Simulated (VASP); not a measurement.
A run of VASP 6.6.1 is set up as follows.

INCAR

```
  PREC = Accurate
  ENCUT = 910
  EDIFF = 1E-6
  ISMEAR = 0
  SIGMA = 0.1
  LREAL = False
  LASPH = True
  NELM = 120
  ALGO = Normal
  ISIF = 2
  LWAVE = False
  LCHARG = True
  GGA = PE
  LELF = True
  LVHAR = True
  NBANDS = 23
  GGA_COMPAT = False
```

The input KPOINTS:

```
regular mesh
0
Gamma
  10 10 10
```

File POSCAR:

```
WC4
1.0
    3.5432537259      0.0000000000      0.0000000000
    0.0000000000      3.5432537259      0.0000000000
    0.0000000000      0.0000000000      3.5432537259
W C
1 4
Direct
    0.0000000000      0.0000000000      0.0000000000
    0.3457843590      0.3457843590      0.3457843590
    0.6542156410      0.6542156410      0.3457843590
    0.3457843590      0.6542156410      0.6542156410
    0.6542156410      0.3457843590      0.6542156410
```

Potentials or basis: VASP PAW PBE potentials, release 64 (W_sv, C_h).

Command:

```sh
$ cat potpaw_PBE.64/W_sv/POTCAR potpaw_PBE.64/C_h/POTCAR > POTCAR
$ mpirun -np 1 vasp_std > vasp.out
```

Predict the band gap on the k mesh.

zero (bands 15 and 16 overlap by 0.94 eV).

Predict the largest force.

0.004 eV/Å.

Forces in eV/Å, atoms in the order of the input:
```
W    0.000  0.000  0.000
C    0.002  0.002  0.002
C   -0.002 -0.002  0.002
C    0.002 -0.002 -0.002
C   -0.002  0.002 -0.002
```

Caveat: spin-orbit coupling is left out, which moves the levels of the heavy elements.
